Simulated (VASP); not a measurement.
Wanted: the native input for a VASP 6.6.1 run.

| Property | Result |
| --- | --- |
| Task | single point |
| Functional | revPBE |
| Potentials or basis | VASP PAW PBE potentials, release 64 (Be) |
| Cutoff | 520 eV |
| k mesh | 18 × 18 × 5 |
| Occupations | fermi-dirac, width 0.1 eV |
| Spin | no spin polarisation |
| Dipole correction | no |
| Further INCAR settings | ALGO = Normal; EDIFF = 1e-06; NBANDS = 12 |

The structure of Be lies in POSCAR:

```
Be
1.0
    2.3309578492      0.0000000000      0.0000000000
   -1.1654789246      2.0186687125      0.0000000000
    0.0000000000      0.0000000000      7.4148714667
Be
4
Direct
    1.0000000000      1.0000000000      1.0000000000
    1.0000000000      1.0000000000      0.5000000000
    0.3333333333      0.6666666667      0.2500000000
    0.6666666667      0.3333333333      0.7500000000
```

This cell differs from its parent crystal: volume scaled by 1.08.

The input as run:

INCAR

```
SYSTEM = Be
  PREC = Accurate
  ENCUT = 520
  EDIFF = 1E-6
  ISMEAR = -1
  SIGMA = 0.1
  LREAL = .False.
  LASPH = .True.
  NELM = 80
  ALGO = Normal
  ISIF = 2
  LWAVE = .False.
  LCHARG = .False.
  GGA = RE
  NBANDS = 12
```

KPOINTS

```
Automatic mesh
0
Gamma
  18 18 5
  0 0 0
```

Potentials or basis: VASP PAW PBE potentials, release 64 (Be).

The run is started by

```bash
$ cat potpaw_PBE.64/Be/POTCAR > POTCAR
$ mpirun -np 1 vasp_std > vasp.out
```

It gave:

The pressure is -8.0 GPa. The band gap on the k mesh is zero (band 4 reaches 7.22 eV, above the bottom of band 5 at 5.93 eV).

Caveat: the PAW data sets were made with another functional, which shifts forces and pressure a little.

It took 15 s on 1 thread of Intel(R) Xeon(R) 6975P-C (Granite Rapids), on a shared host, peak memory 0.16 GiB.
